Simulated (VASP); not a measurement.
# Ni (Fm-3m) in VASP: further runs

Ni is run at these levels: PBE; tasks: single point.

All numbers are computed with VASP 6.6.1; they aren't measurements. Logs are shortened: lines on timing, memory, paths and dates and some standing lists are left out, and cuts for length are marked.

## (1) The cell of the first run

Symmetry: Fm-3m, No. 225, cubic system. Conventional cell: a = 3.514 Å, b = 3.514 Å, c = 3.514 Å, α = 90.00°, β = 90.00°, γ = 90.00°. Ni (site symmetry m-3m) has 12 Ni at 2.49 Å within 3.3 Å.

## (2) Single point, PBE

The input, INCAR:

```
  ALGO = Normal
  EDIFF = 1E-6
  ENCUT = 600
  GGA = PE
  GGA_COMPAT = F
  ISIF = 2
  ISMEAR = -1
  LASPH = T
  LCHARG = T
  LELF = T
  LREAL = F
  LVHAR = T
  LWAVE = F
  NBANDS = 11
  NELM = 120
  PREC = Accurate
  SIGMA = 0.1
```

The input, KPOINTS:

```
k-points
0
Gamma
  5 5 5
```

The input, POSCAR:

```
Ni
1.0
    0.0000000000      1.7572466680      1.7572466680
    1.7572466680      0.0000000000      1.7572466680
    1.7572466680      1.7572466680      0.0000000000
Ni
1
Direct
    0.0000000000      0.0000000000      0.0000000000
```

Potentials or basis: VASP PAW PBE potentials, release 64 (Ni).

On the command line:

```
$ cat potpaw_PBE.64/Ni/POTCAR > POTCAR
$ mpirun -np 1 vasp_std > vasp.out
```

OUTCAR:

```text
EDIFF = 1E-6
   ENCUT = 600
   GGA = PE
   ISIF = 2
   ISMEAR = -1
   LASPH = T
   LREAL = F
   NELM = 120
   PREC = Accurate

 ion  position               nearest neighbor table
   1  0.000  0.000  0.000-

  LATTYP: Found a face centered cubic cell.
 ALAT       =     3.5144933360

  Lattice vectors:

 A1 = (   0.0000000000,   1.7572466680,   1.7572466680)
 A2 = (   1.7572466680,   0.0000000000,   1.7572466680)
 A3 = (   1.7572466680,   1.7572466680,   0.0000000000)

Analysis of symmetry for initial positions (statically):
=====================================================================
 Subroutine PRICEL returns:
 Original cell was already a primitive cell.

 Routine SETGRP: Setting up the symmetry group for a
 face centered cubic supercell.

 Subroutine GETGRP returns: Found 48 space group operations
 (whereof 48 operations were pure point group operations)
 out of a pool of 48 trial point group operations.

The static configuration has the point symmetry O_h .

Analysis of symmetry for dynamics (positions and initial velocities):
=====================================================================
 Subroutine PRICEL returns:
 Original cell was already a primitive cell.

 Routine SETGRP: Setting up the symmetry group for a
 face centered cubic supercell.

 Subroutine GETGRP returns: Found 48 space group operations
 (whereof 48 operations were pure point group operations)
 out of a pool of 48 trial point group operations.

The dynamic configuration has the point symmetry O_h .

 Subroutine INISYM returns: Found 48 space group operations
 (whereof 48 operations are pure point group operations),
 and found     1 'primitive' translations

----------------------------------------------------------------------------------------

                                     Primitive cell

  volume of cell :      10.8525

  direct lattice vectors                    reciprocal lattice vectors
     0.000000000  1.757246668  1.757246668    -0.284536035  0.284536035  0.284536035
     1.757246668  0.000000000  1.757246668     0.284536035 -0.284536035  0.284536035
     1.757246668  1.757246668  0.000000000     0.284536035  0.284536035 -0.284536035

  length of vectors
     2.485122070  2.485122070  2.485122070     0.492830870  0.492830870  0.492830870

  position of ions in fractional coordinates (direct lattice)
     0.000000000  0.000000000  0.000000000

  ion indices of the primitive-cell ions
   primitive index   ion index
                 1           1

----------------------------------------------------------------------------------------

 KPOINTS: k-points

Automatic generation of k-mesh.
 Grid dimensions read from file:
 generate k-points for:    5    5    5

 Generating k-lattice:

  Cartesian coordinates                     Fractional coordinates (reciprocal lattice)
    -0.056907207  0.056907207  0.056907207     0.200000000  0.000000000  0.000000000
     0.056907207 -0.056907207  0.056907207     0.000000000  0.200000000  0.000000000
     0.056907207  0.056907207 -0.056907207     0.000000000  0.000000000  0.200000000

  Length of vectors
     0.098566174  0.098566174  0.098566174

  Shift w.r.t. Gamma in fractional coordinates (k-lattice)
     0.000000000  0.000000000  0.000000000

 Subroutine IBZKPT returns following result:
 ===========================================

 Found     10 irreducible k-points:

 Following reciprocal coordinates:
            Coordinates               Weight
  0.000000  0.000000  0.000000      1.000000
  0.200000  0.000000  0.000000      8.000000
  0.400000  0.000000  0.000000      8.000000
  0.200000  0.200000  0.000000      6.000000
  0.400000  0.200000  0.000000     24.000000
 -0.400000  0.200000  0.000000     24.000000
 -0.200000  0.200000  0.000000     12.000000
  0.400000  0.400000  0.000000      6.000000
 -0.400000  0.400000  0.000000     12.000000
 -0.400000  0.400000  0.200000     24.000000
   k-points           NKPTS =     10   k-points in BZ     NKDIM =     10   number of bands    NBANDS=     11
   number of dos      NEDOS =    301   number of ions     NIONS =      1
   total plane-waves  NPLWV =   8000
   dimension x,y,z NGX =    20 NGY =   20 NGZ =   20
   dimension x,y,z NGXF=    40 NGYF=   40 NGZF=   40
   ions per type =               1
   NGX,Y,Z   is equivalent  to a cutoff of  13.38, 13.38, 13.38 a.u.
   NGXF,Y,Z  is equivalent  to a cutoff of  26.76, 26.76, 26.76 a.u.
 SYSTEM =  unknown system
   PREC   = accura    normal or accurate (medium, high low for compatibility)
   ISTART =      0    job   : 0-new  1-cont  2-samecut
   ICHARG =      2    charge: 1-file 2-atom 10-const
   ISPIN  =      1    spin polarized calculation?
   LNONCOLLINEAR =      F non collinear calculations
   LSORBIT =      F    spin-orbit coupling
   LASPH  =      T    aspherical Exc in radial PAW
   ENCUT  =  600.0 eV  44.10 Ry    6.64 a.u.   4.96  4.96  4.96*2*pi/ulx,y,z
   NELM   =    120;   NELMIN=  2; NELMDL= -5     # of ELM steps
   EDIFF  = 0.1E-05   stopping-criterion for ELM
   LREAL  =      F    real-space projection
   EDIFFG = 0.1E-04   stopping-criterion for IOM
   NSW    =      0    number of steps for IOM
   IBRION =     -1    ionic relax: 0-MD 1-quasi-New 2-CG
   NFREE  =      0    steps in history (QN), initial steepest desc. (CG)
   ISIF   =      2    stress and relaxation
   ISYM   =      2    0-nonsym 1-usesym 2-fastsym
   POTIM  = 0.5000    time-step for ionic-motion
   TEBEG  =    0.0;   TEEND  =   0.0 temperature during run
   PSTRESS=    0.0 pullay stress
   NELECT =      10.0000    total number of electrons
   NUPDOWN=      -1.0000    fix difference up-down
   EMIN   =  10.00;   EMAX   =-10.00  energy-range for DOS
   EFERMI =   0.00;   METHOD = LEGACY
   ISMEAR =    -1;   SIGMA  =   0.10  broadening in eV -4-tet -1-fermi 0-gaus
   EFERMI_NEDOS =   21; number of points for ismear=-14 and -15
   IALGO  =     38    algorithm
   IMIX   =      4    mixing-type and parameters
     AMIX     =   0.40;   BMIX     =  1.00
     AMIX_MAG =   1.60;   BMIX_MAG =  1.00
  volume/ion in A,a.u.               =      10.85        73.24
  Fermi-wavevector in a.u.,A,eV,Ry     =   1.593060  3.010447 34.529407  2.537840
  Thomas-Fermi vector in A             =   2.691349
   LORBIT       =      0    0 simple, 1 ext, 2 COOP (PROOUT), +10 PAW based schemes
   GGA     = PE    functional components
   LHFCALC =     F    Hartree Fock is set to
   AEXX    =    0.0000 exact exchange contribution
   IVDW    =     0    specifies the selected vdW correction
   LEPSILON=     F    determine dielectric tensor
   LRPA    =     F    only Hartree local field effects (RPA)
 non-spin polarized calculation
  energy-cutoff  :      600.00
  volume of cell :       10.85
 maximum number of plane-waves:       370
   NGX =  9   NGY =  9   NGZ =  9

 number of electron      10.0000009 magnetization

 Free energy of the ion-electron system (eV)
  ---------------------------------------------------
  ext. energy  EPLUGINS =         0.00000000
  ---------------------------------------------------
  free energy    TOTEN  =        -5.37271244 eV

  energy without entropy =       -5.27258160  energy(sigma->0) =       -5.32264702

 E-fermi :   9.3345     XC(G=0): -13.2636

 val. band max:        9.2973564523   @ k =  -0.4000   0.4000   0.0000
 cond. band min:       9.6132302658   @ k =  -0.2000   0.2000   0.0000
 fundamental gap:      0.3158738135
 Fermi energy:         9.3344873572

 k-point     1 :       0.0000    0.0000    0.0000
  band No.  band energies     occupation
      1       0.3686      2.00000
      2       7.4325      2.00000
      3       7.4325      2.00000
      4       7.4325      2.00000
      5       8.5339      1.99933
      6       8.5339      1.99933
      7      33.0724      0.00000
      8      37.0298      0.00000
      9      37.0298      0.00000
     10      37.0298      0.00000
     11      40.0604      0.00000

 k-point     2 :       0.2000    0.0000    0.0000
  band No.  band energies     occupation
      1       1.8676      2.00000
      2       7.1116      2.00000
      3       7.6411      2.00000
      4       7.6411      2.00000
      5       8.5234      1.99940
      6       8.5234      1.99940
      7      26.4661      0.00000
      8      33.6108      0.00000
      9      35.3206      0.00000
     10      35.3206      0.00000
     11      41.1764      0.00000

 k-point     3 :       0.4000    0.0000    0.0000
  band No.  band energies     occupation
      1       4.5648      2.00000
      2       7.4429      2.00000
      3       7.4429      2.00000
      4       8.0018      2.00000
      5       9.1353      1.75983
      6       9.1353      1.75982
      7      17.4161      0.00000
      8      31.8803      0.00000
      9      34.2868      0.00000
     10      34.2868      0.00000
     11      37.6730      0.00000

 k-point     4 :       0.2000    0.2000    0.0000
  band No.  band energies     occupation
      1       2.3406      2.00000
      2       6.7555      2.00000
      3       7.9804      2.00000
      4       8.0033      2.00000
      5       8.0033      2.00000
      6       8.7800      1.99221
      7      30.4366      0.00000
      8      30.4366      0.00000
      9      30.8848      0.00000
     10      31.7361      0.00000
     11      36.9891      0.00000
[... 43 lines left out ...]
 k-point     8 :       0.4000    0.4000    0.0000
  band No.  band energies     occupation
      1       4.9436      2.00000
      2       5.7453      2.00000
      3       9.1901      1.61805
      4       9.2084      1.55823
      5       9.2084      1.55823
      6       9.9188      0.00578
      7      21.7150      0.00000
      8      25.0752      0.00000
      9      25.0752      0.00000
     10      29.4476      0.00000
     11      32.9882      0.00000

 k-point     9 :      -0.4000    0.4000    0.0000
  band No.  band energies     occupation
      1       5.4772      2.00000
      2       5.8896      2.00000
      3       8.0539      1.99999
      4       8.8613      1.98254
      5       9.2974      1.18355
      6      14.3071      0.00000
      7      18.3494      0.00000
      8      19.4281      0.00000
      9      25.8163      0.00000
     10      30.8287      0.00000
     11      38.7976      0.00000

 k-point    10 :      -0.4000    0.4000    0.2000
  band No.  band energies     occupation
      1       5.8855      2.00000
      2       6.3769      2.00000
      3       6.9273      2.00000
      4       8.5556      1.99917
      5       9.2025      1.57825
      6      13.2337      0.00000
      7      19.4908      0.00000
      8      21.1746      0.00000
      9      23.2116      0.00000
     10      37.4565      0.00000
     11      39.0917      0.00000

------------------------ aborting loop because EDIFF is reached ----------------------------------------

  FORCE on cell =-STRESS in cart. coord.  units (eV):
  Direction    XX          YY          ZZ          XY          YZ          ZX
  --------------------------------------------------------------------------------------
  -------------------------------------------------------------------------------------
  Total        0.1611142      0.1611142      0.1611142      0.0000000     -0.0000000      0.0000000
  in kB       23.7857161     23.7857161     23.7857161      0.0000000     -0.0000000      0.0000000
  external PRESSURE =      23.7857161 kB  Pullay stress =       0.0000000 kB

 VOLUME and BASIS-vectors are now :
 -----------------------------------------------------------------------------
  energy-cutoff  :      600.00
  volume of cell :       10.85
      direct lattice vectors                 reciprocal lattice vectors
     0.000000000  1.757246668  1.757246668    -0.284536035  0.284536035  0.284536035
     1.757246668  0.000000000  1.757246668     0.284536035 -0.284536035  0.284536035
     1.757246668  1.757246668  0.000000000     0.284536035  0.284536035 -0.284536035

 POSITION                                       TOTAL-FORCE (eV/Angst)
 -----------------------------------------------------------------------------------
      0.00000      0.00000      0.00000         0.000000      0.000000      0.000000
 -----------------------------------------------------------------------------------
    total drift:                                0.000000      0.000000      0.000000

  FREE ENERGIE OF THE ION-ELECTRON SYSTEM (eV)
  ---------------------------------------------------
  free  energy   TOTEN  =        -5.3727124439 eV

  energy  without entropy=       -5.2725815974  energy(sigma->0) =       -5.32264702
```

Run time: 4.9 s. Hardware: 1 thread of Intel Xeon Platinum 8259CL at 2.50GHz (Skylake/Cascade Lake), shared host; peak memory 0.12 GiB.

Results:

```
Free energy            : -5.3727 eV
Pressure               : 2.4 GPa
Band gap on the k mesh : zero (band 5 reaches 9.30 eV, above the bottom of band 6 at 8.52 eV)
```

Levels at points of the mesh, in eV from the Fermi level:
| k point | band 2 | band 3 | band 4 | band 5 | band 6 | band 7 | band 8 | band 9 |
| --- | --- | --- | --- | --- | --- | --- | --- | --- |
| (0.00, 0.00, 0.00) | -1.90 | -1.90 | -1.90 | -0.80 | -0.80 | 23.74 | 27.70 | 27.70 |

Caveat: the k points lie up to 0.62 Å⁻¹ apart; the run has no spin polarisation, though such a crystal can be magnetic.

## (3) Single point, PBE

The input, INCAR:

```
PREC     = Accurate       # precision mode
ENCUT    = 600            # plane-wave cutoff, eV
EDIFF    = 1E-6           # SCF threshold, eV
ISMEAR   = -1             # smearing method
SIGMA    = 0.1            # smearing width, eV
LREAL    = F              # projectors in reciprocal space
LASPH    = T              # aspherical terms in the spheres
NELM     = 120            # most SCF steps
ALGO     = Normal         # electronic algorithm
ISIF     = 2              # what is computed and relaxed
LWAVE    = F              # write WAVECAR
LCHARG   = T              # write CHGCAR
GGA      = PE             # functional
LELF     = T              # ELF
LVHAR    = T            
NBANDS   = 11             # bands
GGA_COMPAT= F
```

The input, KPOINTS:

```
Automatic mesh
0
Gamma
  7 7 7
```

POSCAR is that of step 2.

Potentials or basis: VASP PAW PBE potentials, release 64 (Ni).

On the command line:

```
$ cat potpaw_PBE.64/Ni/POTCAR > POTCAR
$ mpirun -np 1 vasp_std > vasp.out
```

Wall time 5.3 s (1 thread of Intel Xeon Platinum 8259CL at 2.50GHz (Skylake/Cascade Lake), shared host); peak memory 0.12 GiB.

It converged, with:

| Quantity | Value |
| --- | --- |
| Free energy | -5.4725 eV |
| Pressure | -0.2 GPa |
| Band gap on the k mesh | zero (band 5 reaches 9.32 eV, above the bottom of band 6 at 8.43 eV) |

Levels at points of the mesh, in eV from the Fermi level:
| k point | band 1 | band 2 | band 3 | band 4 | band 5 | band 6 | band 7 | band 8 | band 9 | band 10 |
| --- | --- | --- | --- | --- | --- | --- | --- | --- | --- | --- |
| (0.00, 0.00, 0.00) | -8.91 | -1.90 | -1.90 | -1.90 | -0.80 | -0.80 | 23.79 | 27.75 | 27.75 | 27.75 |

Caveat: the k points lie up to 0.44 Å⁻¹ apart; the run has no spin polarisation, though such a crystal can be magnetic. Spin polarisation is off, so any magnetic state and its effect on volume and gap are missing.

## (4) Single point, PBE

The input, INCAR:

```
PREC = Accurate
ENCUT = 600
EDIFF = 1E-6
ISMEAR = -1
SIGMA = 0.1
LREAL = False
LASPH = True
NELM = 120
ALGO = Normal
ISIF = 2
LWAVE = False
LCHARG = False
GGA = PE
NBANDS = 11
GGA_COMPAT = False
```

The input, KPOINTS:

```
regular mesh
0
Gamma
  9 9 9
```

POSCAR is that of step 3.

Potentials or basis: VASP PAW PBE potentials, release 64 (Ni).

On the command line:

```
$ cat potpaw_PBE.64/Ni/POTCAR > POTCAR
$ mpirun -np 1 vasp_std > vasp.out
```

OUTCAR:

```text
PREC = Accurate
   ENCUT = 600
   EDIFF = 1E-6
   ISMEAR = -1
   LREAL = False
   LASPH = True
   NELM = 120
   ISIF = 2
   GGA = PE

 ion  position               nearest neighbor table
   1  0.000  0.000  0.000-

  LATTYP: Found a face centered cubic cell.
 ALAT       =     3.5144933360

  Lattice vectors:

 A1 = (   0.0000000000,   1.7572466680,   1.7572466680)
 A2 = (   1.7572466680,   0.0000000000,   1.7572466680)
[... 504 lines left out ...]
      1       4.9314      2.00000
      2       5.5700      2.00000
      3       9.1555      1.32723
      4       9.2951      0.65612
      5       9.2951      0.65612
      6      11.0694      0.00000
      7      19.8391      0.00000
      8      24.5166      0.00000
      9      24.5166      0.00000
     10      29.3038      0.00000
     11      32.8321      0.00000

 [... further k-points ...]
[... 5 lines left out ...]
  --------------------------------------------------------------------------------------
  -------------------------------------------------------------------------------------
  Total       -0.0237699     -0.0237699     -0.0237699      0.0000000      0.0000000      0.0000000
  in kB       -3.5092103     -3.5092103     -3.5092103      0.0000000      0.0000000      0.0000000
  external PRESSURE =      -3.5092103 kB  Pullay stress =       0.0000000 kB

 VOLUME and BASIS-vectors are now :
 -----------------------------------------------------------------------------
  energy-cutoff  :      600.00
  volume of cell :       10.85
      direct lattice vectors                 reciprocal lattice vectors
     0.000000000  1.757246668  1.757246668    -0.284536035  0.284536035  0.284536035
     1.757246668  0.000000000  1.757246668     0.284536035 -0.284536035  0.284536035
     1.757246668  1.757246668  0.000000000     0.284536035  0.284536035 -0.284536035

 POSITION                                       TOTAL-FORCE (eV/Angst)
 -----------------------------------------------------------------------------------
      0.00000      0.00000      0.00000        -0.000000      0.000000     -0.000000
 -----------------------------------------------------------------------------------
    total drift:                                0.000000      0.000000      0.000000

  FREE ENERGIE OF THE ION-ELECTRON SYSTEM (eV)
  ---------------------------------------------------
  free  energy   TOTEN  =        -5.4754065437 eV

  energy  without entropy=       -5.3906824486  energy(sigma->0) =       -5.43304450
```

stdout:

```text
POSCAR found type information on POSCAR Ni
 POSCAR found :  1 types and       1 ions
 scaLAPACK will be used
 LDA part: xc-table for (Slater+PW92), standard interpolation
 POSCAR, INCAR and KPOINTS ok, starting setup
 FFT: planning ... GRIDC
 FFT: planning ... GRID_SOFT
 FFT: planning ... GRID
 WAVECAR not read
 entering main loop
```

It took 9.3 s on 1 thread of Intel Xeon Platinum 8259CL at 2.50GHz (Skylake/Cascade Lake), shared host; peak memory 0.12 GiB.

What came out:

```
Free energy            : -5.4754 eV
Pressure               : -0.4 GPa
Band gap on the k mesh : zero (band 5 reaches 9.33 eV, above the bottom of band 6 at 8.42 eV)
```

Levels at points of the mesh, in eV from the Fermi level:
| k point | band 3 | band 4 | band 5 | band 6 | band 7 | band 8 |
| --- | --- | --- | --- | --- | --- | --- |
| (0.00, 0.00, 0.00) | -1.87 | -1.87 | -0.77 | -0.77 | 23.85 | 27.80 |

Caveat: the run has no spin polarisation, though such a crystal can be magnetic.

## (5) The runs side by side

```csv
k mesh,gap on the mesh (eV),pressure (GPa)
5 × 5 × 5,none,2.4
7 × 7 × 7,none,-0.2
9 × 9 × 9,none,-0.4
```

Alike in all rows: task single point; level PBE; potentials or basis VASP PAW PBE potentials, release 64 (Ni); no spin polarisation; cell as given; cutoff (eV) 600; smearing fermi-dirac 0.1 eV.

Caveats: some runs use coarse meshes; the run has no spin polarisation, though such a crystal can be magnetic.

Total energies depend on the potentials used, so only differences within one code and one set of settings carry meaning.
